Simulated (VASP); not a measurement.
# Be2Cd (P4_2/mnm) in VASP: further runs

Runs on Be2Cd. Level: PBE. Tasks: single point.

Everything below comes from runs of VASP 6.6.1. Logs are shortened: lines on timing, memory, paths and dates and some standing lists are left out, and cuts for length are marked.

### Step 1. The cell of the first run

Symmetry: P4_2/mnm, No. 136, tetragonal system. Conventional cell: a = 5.050 Å, b = 5.050 Å, c = 3.253 Å, α = 90.00°, β = 90.00°, γ = 90.00°. Within 2.8 Å of Be (site symmetry m2m) lie 3 Cd at 2.14 to 2.19 Å and 1 Be at 2.77 Å. Cd (site symmetry mmm) has 6 Be at 2.14 to 2.19 Å within 2.8 Å.

### Step 2. Single point, PBE

File INCAR:

```
SYSTEM = Be2Cd
  PREC = Accurate
  ENCUT = 520
  EDIFF = 1E-7
  ISMEAR = 0
  SIGMA = 0.1
  LREAL = .FALSE.
  LASPH = .TRUE.
  NELM = 80
  ALGO = Normal
  ISIF = 2
  LWAVE = .FALSE.
  LCHARG = .FALSE.
  GGA = PE
  NBANDS = 25
```

File KPOINTS:

```
regular mesh
0
G
  4 4 6
  0 0 0
```

File POSCAR:

```
Be2Cd
1.0
    5.0503085745      0.0000000000      0.0000000000
    0.0000000000      5.0503085745      0.0000000000
    0.0000000000      0.0000000000      3.2529088098
Be Cd
4 2
Direct
    0.3060000000      0.3060000000      0.0000000000
    0.1940000000      0.8060000000      0.5000000000
    0.6940000000      0.6940000000      0.0000000000
    0.8060000000      0.1940000000      0.5000000000
    0.0000000000      0.0000000000      0.0000000000
    0.5000000000      0.5000000000      0.5000000000
```

Potentials or basis: VASP PAW PBE potentials, release 64 (Be, Cd).

Run with:

```bash
cat potpaw_PBE.64/Be/POTCAR potpaw_PBE.64/Cd/POTCAR > POTCAR
mpirun -np 1 vasp_std > vasp.out
```

OUTCAR:

```text
SYSTEM = Be2Cd
   PREC = Accurate
   ENCUT = 520
   EDIFF = 1E-7
   ISMEAR = 0
   LREAL = .FALSE.
   LASPH = .TRUE.
   NELM = 80
   ISIF = 2
   GGA = PE

 ion  position               nearest neighbor table
   1  0.306  0.306  0.000-   6 2.14   6 2.14   5 2.19
   2  0.194  0.806  0.500-   5 2.14   5 2.14   6 2.19
   3  0.694  0.694  0.000-   6 2.14   6 2.14   5 2.19
   4  0.806  0.194  0.500-   5 2.14   5 2.14   6 2.19
   5  0.000  0.000  0.000-   2 2.14   4 2.14   2 2.14   4 2.14   3 2.19   1 2.19
   6  0.500  0.500  0.500-   1 2.14   3 2.14   1 2.14   3 2.14   2 2.19   4 2.19

  LATTYP: Found a simple tetragonal cell.
 ALAT       =     5.0503085745
 C/A-ratio  =     0.6441010013

  Lattice vectors:

 A1 = (   5.0503085745,   0.0000000000,   0.0000000000)
 A2 = (   0.0000000000,   5.0503085745,   0.0000000000)
 A3 = (   0.0000000000,   0.0000000000,   3.2529088098)

Analysis of symmetry for initial positions (statically):
=====================================================================
 Subroutine PRICEL returns:
 Original cell was already a primitive cell.

 Routine SETGRP: Setting up the symmetry group for a
 simple tetragonal supercell.

 Subroutine GETGRP returns: Found 16 space group operations
 (whereof  8 operations were pure point group operations)
 out of a pool of 16 trial point group operations.

The static configuration has the point symmetry D_2h.
 The point group associated with its full space group is D_4h.

Analysis of symmetry for dynamics (positions and initial velocities):
=====================================================================
 Subroutine PRICEL returns:
 Original cell was already a primitive cell.

 Routine SETGRP: Setting up the symmetry group for a
 simple tetragonal supercell.

 Subroutine GETGRP returns: Found 16 space group operations
 (whereof  8 operations were pure point group operations)
 out of a pool of 16 trial point group operations.

The dynamic configuration has the point symmetry D_2h.
 The point group associated with its full space group is D_4h.

 Subroutine INISYM returns: Found 16 space group operations
 (whereof  8 operations are pure point group operations),
 and found     1 'primitive' translations

----------------------------------------------------------------------------------------

                                     Primitive cell

  volume of cell :      82.9674

  direct lattice vectors                    reciprocal lattice vectors
     5.050308574  0.000000000  0.000000000     0.198007703  0.000000000  0.000000000
     0.000000000  5.050308574  0.000000000     0.000000000  0.198007703  0.000000000
[... 99 lines left out ...]
   ISYM   =      2    0-nonsym 1-usesym 2-fastsym
   POTIM  = 0.5000    time-step for ionic-motion
   TEBEG  =    0.0;   TEEND  =   0.0 temperature during run
   PSTRESS=    0.0 pullay stress
   NELECT =      32.0000    total number of electrons
   NUPDOWN=      -1.0000    fix difference up-down
   EMIN   =  10.00;   EMAX   =-10.00  energy-range for DOS
   EFERMI =   0.00;   METHOD = LEGACY
   ISMEAR =     0;   SIGMA  =   0.10  broadening in eV -4-tet -1-fermi 0-gaus
   EFERMI_NEDOS =   21; number of points for ismear=-14 and -15
   IALGO  =     38    algorithm
   IMIX   =      4    mixing-type and parameters
     AMIX     =   0.40;   BMIX     =  1.00
     AMIX_MAG =   1.60;   BMIX_MAG =  1.00
  volume/ion in A,a.u.               =      13.83        93.32
  Fermi-wavevector in a.u.,A,eV,Ry     =   1.191669  2.251928 19.321288  1.420075
  Thomas-Fermi vector in A             =   2.327725
   LORBIT       =      0    0 simple, 1 ext, 2 COOP (PROOUT), +10 PAW based schemes
   GGA     = PE    functional components
   LHFCALC =     F    Hartree Fock is set to
   AEXX    =    0.0000 exact exchange contribution
   IVDW    =     0    specifies the selected vdW correction
   LEPSILON=     F    determine dielectric tensor
   LRPA    =     F    only Hartree local field effects (RPA)
 non-spin polarized calculation
 Gauss-broadening in eV      SIGMA  =   0.10
  energy-cutoff  :      520.00
  volume of cell :       82.97
 maximum number of plane-waves:      2260
 NGX is ok and might be reduce to    40
   NGX = 19   NGY = 19   NGZ = 13

 number of electron      31.9999989 magnetization

 Free energy of the ion-electron system (eV)
  ---------------------------------------------------
  ext. energy  EPLUGINS =         0.00000000
  ---------------------------------------------------
  free energy    TOTEN  =        -6.86896789 eV

  energy without entropy =       -6.85819628  energy(sigma->0) =       -6.86358209

 E-fermi :   3.8822     XC(G=0): -10.3122

 val. band max:        3.7821704397   @ k =   0.5000   0.0000   0.5000
 cond. band min:       3.8923045394   @ k =   0.0000   0.0000   0.3333
 fundamental gap:      0.1101340997
 Fermi energy:         3.8822455747

 k-point     1 :       0.0000    0.0000    0.0000
  band No.  band energies     occupation
      1      -7.1504      2.00000
      2      -7.0920      2.00000
      3      -6.6016      2.00000
      4      -6.6016      2.00000
      5      -6.5939      2.00000
      6      -6.3955      2.00000
[... 661 lines left out ...]
     24       9.5579      0.00000
     25      10.0381      0.00000

------------------------ aborting loop because EDIFF is reached ----------------------------------------

  FORCE on cell =-STRESS in cart. coord.  units (eV):
  Direction    XX          YY          ZZ          XY          YZ          ZX
  --------------------------------------------------------------------------------------
  -------------------------------------------------------------------------------------
  Total       13.0861220     13.0861220     20.1554060     -0.0000000      0.0000000      0.0000000
  in kB      252.7049962    252.7049962    389.2193432     -0.0000000      0.0000000      0.0000000
  external PRESSURE =     298.2097785 kB  Pullay stress =       0.0000000 kB

 VOLUME and BASIS-vectors are now :
 -----------------------------------------------------------------------------
  energy-cutoff  :      520.00
  volume of cell :       82.97
      direct lattice vectors                 reciprocal lattice vectors
     5.050308574  0.000000000  0.000000000     0.198007703  0.000000000  0.000000000
     0.000000000  5.050308574  0.000000000     0.000000000  0.198007703  0.000000000
     0.000000000  0.000000000  3.252908810     0.000000000  0.000000000  0.307417164

 POSITION                                       TOTAL-FORCE (eV/Angst)
 -----------------------------------------------------------------------------------
      1.54539      1.54539      0.00000        -0.713596     -0.713596      0.000000
      0.97976      4.07055      1.62645         0.713596     -0.713596      0.000000
      3.50491      3.50491      0.00000         0.713596      0.713596     -0.000000
      4.07055      0.97976      1.62645        -0.713596      0.713596     -0.000000
      0.00000      0.00000      0.00000         0.000000     -0.000000      0.000000
      2.52515      2.52515      1.62645         0.000000     -0.000000      0.000000
 -----------------------------------------------------------------------------------
    total drift:                               -0.000000      0.000000     -0.000000

  FREE ENERGIE OF THE ION-ELECTRON SYSTEM (eV)
  ---------------------------------------------------
  free  energy   TOTEN  =        -6.8689678926 eV

  energy  without entropy=       -6.8581962844  energy(sigma->0) =       -6.86358209
```

OSZICAR:

```text
N       E                     dE             d eps       ncg     rms          rms(c)
DAV:   1     0.196601172472E+03    0.19660E+03   -0.15428E+04  1208   0.119E+03
DAV:   2    -0.226531547628E+01   -0.19887E+03   -0.18835E+03  1391   0.303E+02
DAV:   3    -0.824099013660E+01   -0.59757E+01   -0.59225E+01  1461   0.565E+01
DAV:   4    -0.826784255059E+01   -0.26852E-01   -0.26812E-01  1313   0.368E+00
DAV:   5    -0.826801998090E+01   -0.17743E-03   -0.17735E-03  1519   0.273E-01    0.910E+00
DAV:   6    -0.697312860597E+01    0.12949E+01   -0.38023E+00  1397   0.225E+01    0.518E+00
DAV:   7    -0.690102498716E+01    0.72104E-01   -0.27405E-01  1321   0.355E+00    0.252E+00
DAV:   8    -0.686939825450E+01    0.31627E-01   -0.22505E-02  1389   0.102E+00    0.265E-01
DAV:   9    -0.686895731129E+01    0.44094E-03   -0.19105E-03  1478   0.359E-01    0.660E-02
DAV:  10    -0.686898652633E+01   -0.29215E-04   -0.22624E-04  1348   0.106E-01    0.475E-02
DAV:  11    -0.686897020602E+01    0.16320E-04   -0.11616E-05  1456   0.236E-02    0.158E-02
DAV:  12    -0.686896784895E+01    0.23571E-05   -0.37745E-06  1356   0.116E-02    0.173E-03
DAV:  13    -0.686896789257E+01   -0.43621E-07   -0.17352E-07  1161   0.341E-03
   1 F= -.68689679E+01 E0= -.68635821E+01  d E =-.107716E-01
```

stdout:

```text
POSCAR found type information on POSCAR BeCd
 POSCAR found :  2 types and       6 ions
 scaLAPACK will be used
 LDA part: xc-table for (Slater+PW92), standard interpolation
 POSCAR, INCAR and KPOINTS ok, starting setup
 FFT: planning ... GRIDC
 FFT: planning ... GRID_SOFT
 FFT: planning ... GRID
 WAVECAR not read
 entering main loop
```

Wall time 53 s (1 thread of Intel Xeon Platinum 8375C at 2.90GHz (Ice Lake), shared host); peak memory 0.2 GiB.

What came out:

```
Free energy            : -6.8690 eV
Pressure               : 29.8 GPa
Largest force          : 1.009 eV/Å
Band gap on the k mesh : zero (bands 16 and 17 overlap by 3.83 eV)
```

Forces in eV/Å, atoms in the order of the input:
```
Be  -0.714 -0.714  0.000
Be   0.714 -0.714  0.000
Be   0.714  0.714  0.000
Be  -0.714  0.714  0.000
Cd   0.000  0.000  0.000
Cd   0.000  0.000  0.000
```

Stress tensor (GPa, compression positive):
```
25.27  0.00  0.00
 0.00 25.27  0.00
 0.00  0.00 38.92
```

Caveat: the stress differs along the axes, from 25 to 39 GPa; forces of over 1 eV/Å act on the atoms, so gaps and moduli don't describe the material at rest.

### Step 3. Single point, PBE

This run uses another cell than the first one, of 17.09 Å³/atom.

File INCAR:

```
SYSTEM = Be2Cd
PREC = Accurate ; ENCUT = 520
EDIFF = 1E-7 ; ISMEAR = 0
SIGMA = 0.1 ; LREAL = .False.
LASPH = .True. ; NELM = 60
ALGO = Fast ; ISIF = 2
LWAVE = .False. ; LCHARG = .False.
GGA = PE ; NBANDS = 25
```

File KPOINTS:

```
Automatic mesh
0
Gamma
  4 4 6
  0 0 0
```

File POSCAR:

```
Be2Cd
1.0
    4.8081207431      0.0000000000      0.0000000000
    0.0000000000      4.8081207431      0.0000000000
    0.0000000000      0.0000000000      4.4362636325
Be Cd
4 2
Direct
    0.3483863735      0.3483863735      0.0000000000
    0.1516136265      0.8483863735      0.5000000000
    0.6516136265      0.6516136265      0.0000000000
    0.8483863735      0.1516136265      0.5000000000
    0.0000000000      0.0000000000      0.0000000000
    0.5000000000      0.5000000000      0.5000000000
```

Potentials or basis: VASP PAW PBE potentials, release 64 (Be, Cd).

Run with:

```bash
cat potpaw_PBE.64/Be/POTCAR potpaw_PBE.64/Cd/POTCAR > POTCAR
mpirun -np 1 vasp_std > vasp.out
```

Wall time 55 s (1 thread of Intel Xeon Platinum 8375C at 2.90GHz (Ice Lake), shared host); peak memory 0.23 GiB.

The run converged. Its results:

- Free energy: -11.1252 eV
- Pressure: 0.1 GPa
- Band gap on the k mesh: zero (bands 16 and 17 overlap by 2.95 eV)

Levels at points of the mesh, in eV from the Fermi level:
| k point | band 13 | band 14 | band 15 | band 16 | band 17 | band 18 | band 19 | band 20 |
| --- | --- | --- | --- | --- | --- | --- | --- | --- |
| (0.00, 0.00, 0.00) | -1.77 | -1.66 | -1.66 | 0.94 | 1.10 | 2.23 | 2.49 | 3.66 |
| (0.50, 0.00, 0.00) | -0.80 | -0.80 | -0.18 | -0.18 | 0.87 | 0.87 | 2.14 | 2.14 |
| (0.50, 0.50, 0.00) | -3.85 | -3.85 | 0.16 | 0.16 | 2.55 | 2.55 | 2.74 | 2.74 |
| (0.00, 0.00, 0.50) | -2.21 | -2.21 | -0.06 | -0.06 | 0.82 | 0.82 | 2.44 | 2.44 |
| (0.50, 0.00, 0.50) | -4.57 | -4.57 | -0.10 | -0.10 | 1.56 | 1.56 | 2.29 | 2.29 |
| (0.50, 0.50, 0.50) | -3.68 | -3.68 | -1.85 | -1.85 | -1.65 | -1.65 | 5.08 | 5.08 |

The gap in the log of VASP goes by the Fermi energy; the results here count the filled bands.